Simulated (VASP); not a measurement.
Runs of VASP 6.6.1 on Mo. The structure is that of space group I4/mmm (No. 139), or close to it. The cells are those of the table. 

```csv
cell,further INCAR settings,gap on the mesh (eV),pressure (GPa)
"a = 2.868 Å, angles 107.5, 107.5, 113.6°, 1 atom",ALGO = Fast; EDIFF = 1e-06; NBANDS = 13,none,-25.3
"a = 2.834 Å, angles 106.5, 106.5, 115.7°, 1 atom",ALGO = Fast; EDIFF = 1e-07; NBANDS = 13,none,-18.2
"a = 2.725 Å, angles 112.8, 112.8, 103.0°, 1 atom",ALGO = Fast; EDIFF = 1e-07; NBANDS = 13,none,8.4
"a = 2.725 Å, angles 106.3, 106.3, 115.9°, 1 atom",ALGO = Fast; EDIFF = 1e-06; NBANDS = 13,none,(a)
"a = 2.795 Å, angles 111.6, 111.6, 105.3°, 1 atom",ALGO = Fast; EDIFF = 1e-06; NBANDS = 13,none,-12.4
"a = 2.801 Å, angles 105.4, 105.4, 117.9°, 1 atom",ALGO = Fast; EDIFF = 1e-06; NBANDS = 13,none,-8.9
"a = 2.759 Å, angles 107.4, 107.4, 113.7°, 1 atom",ALGO = Fast; EDIFF = 1e-06; NBANDS = 13,none,(b)
```

Alike in all rows: task single point; level PBE; potentials or basis VASP PAW PBE potentials, release 64 (Mo_sv); no spin polarisation; k mesh 22 × 22 × 22; cutoff (eV) 520; smearing gaussian 0.15 eV.

Problem. Estimate the missing entries.

Solution. (a) 8.7; (b) -3.6.

Caveats: the cell stands under tension (at least some runs); the cell stands under pressure (at least some runs).

A k mesh can miss the band edges, and the runs leave out spin-orbit coupling on Mo.

A gap of «none» marks levels without a gap at the run's occupations.
